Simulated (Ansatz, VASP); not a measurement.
# BN in VASP and in Ansatz

```xyz
2
Lattice="0.0000 1.7769 1.7769 1.7769 0.0000 1.7769 1.7769 1.7769 0.0000" Properties=species:S:1:pos:R:3 pbc="T T T"
B     0.0000    0.0000    0.0000
N     0.8884    0.8884    0.8884
```

Alike in both runs: task single point; functional PBE; k mesh 9 × 9 × 9; no spin polarisation.

|  | VASP | Ansatz |
| --- | --- | --- |
| version | VASP 6.6.1 | Ansatz 0.2.0 |
| potentials or method | VASP PAW PBE potentials, release 64 (B, N), cutoff 520 eV | plane waves, PAW |
| occupations | gaussian, width 0.01 eV | fixed |
| valence electrons in the cell | 8 | 8 |

```csv
,VASP,Ansatz,Ansatz less VASP
pressure (GPa),25.0,24.6,-0.36
```
